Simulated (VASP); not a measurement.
A run of VASP 6.6.1 is set up as follows.

INCAR

```
SYSTEM = Be2ZnTe5
PREC = Accurate
ENCUT = 520
EDIFF = 1E-6
ISMEAR = 0
SIGMA = 0.1
LREAL = .FALSE.
LASPH = .TRUE.
NELM = 80
ALGO = Normal
ISIF = 2
LWAVE = .FALSE.
LCHARG = .FALSE.
GGA = PE
NBANDS = 33
```

The input KPOINTS:

```
regular mesh
0
G
  4 4 4
  0 0 0
```

File POSCAR:

```
Be2ZnTe5
1.0
   -3.9334788535      3.9334788535      3.3022000846
    3.9334788535     -3.9334788535      3.3022000846
    3.9334788535      3.9334788535     -3.3022000846
Be Zn Te
2 1 5
Direct
    0.7500000000      0.2500000000      0.5000000000
    0.2500000000      0.7500000000      0.5000000000
    0.5000000000      0.5000000000      0.0000000000
    0.3488192212      0.8251052248      0.1739244459
    0.6511807788      0.1748947752      0.8260755541
    0.8251052248      0.6511807788      0.4762860036
    0.1748947752      0.3488192212      0.5237139964
    0.0000000000      0.0000000000      1.0000000000
```

Potentials or basis: VASP PAW PBE potentials, release 64 (Be, Zn, Te).

Launch:

```bash
$ cat potpaw_PBE.64/Be/POTCAR potpaw_PBE.64/Zn/POTCAR potpaw_PBE.64/Te/POTCAR > POTCAR
$ mpirun -np 1 vasp_std > vasp.out
```

Question: Predict the band gap on the k mesh.

Answer: 0.69 eV, indirect (least direct gap 0.80 eV).

Question: Predict the pressure.

Answer: 0.0 GPa.

Question: Estimate the largest force.

Answer: 0.022 eV/Å.

Forces on the atoms (eV/Å):
```
Be   0.000  0.000  0.000
Be   0.000  0.000  0.000
Zn   0.000  0.000  0.000
Te  -0.006 -0.021  0.000
Te   0.006  0.021  0.000
Te   0.021 -0.006  0.000
Te  -0.021  0.006  0.000
Te   0.000  0.000  0.000
```

Caveat: spin-orbit coupling is left out, which moves the levels of the heavy elements. A hybrid or GW would open this gap; PBE tends to underestimate it.
